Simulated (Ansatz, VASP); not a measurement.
## One calculation of Al, two programs

```
CELL_PARAMETERS angstrom
2.85464 0.00000 0.00000
-1.42732 2.39912 0.00000
0.00000 0.00000 4.86685
ATOMIC_POSITIONS crystal
Al 0.66667 0.33333 0.75000
Al 0.33333 0.66667 0.25000
```

Change from the starting cell: strain +0.0150 x Voigt [1, -1, 0, 0, 0, 0], atoms carried along.

Alike in both runs: task single point; functional PBEsol; dispersion D3(BJ); k mesh 18 × 18 × 10; occupations gaussian, width 0.15 eV; no spin polarisation.

|  | VASP | Ansatz |
| --- | --- | --- |
| version | VASP 6.6.1 | Ansatz 0.2.0 |
| potentials or method | VASP PAW PBE potentials, release 64 (Al), cutoff 520 eV | scalar-relativistic, plane waves, PAW |
| valence electrons in the cell | 6 | 6 |

|  | VASP | Ansatz | Ansatz less VASP |
| --- | --- | --- | --- |
| gap on the k mesh at the Fermi level (eV) | none | none | - |
| pressure (GPa) | -4.3 | -4.3 | -0.06 |
| traceless stress, the component that is largest in VASP (GPa) | 1.72 | 1.71 | -0.018 |

VASP's potentials were made for PBE, not for PBEsol. A gap of «none» marks a metal or a gap that the smearing closes.
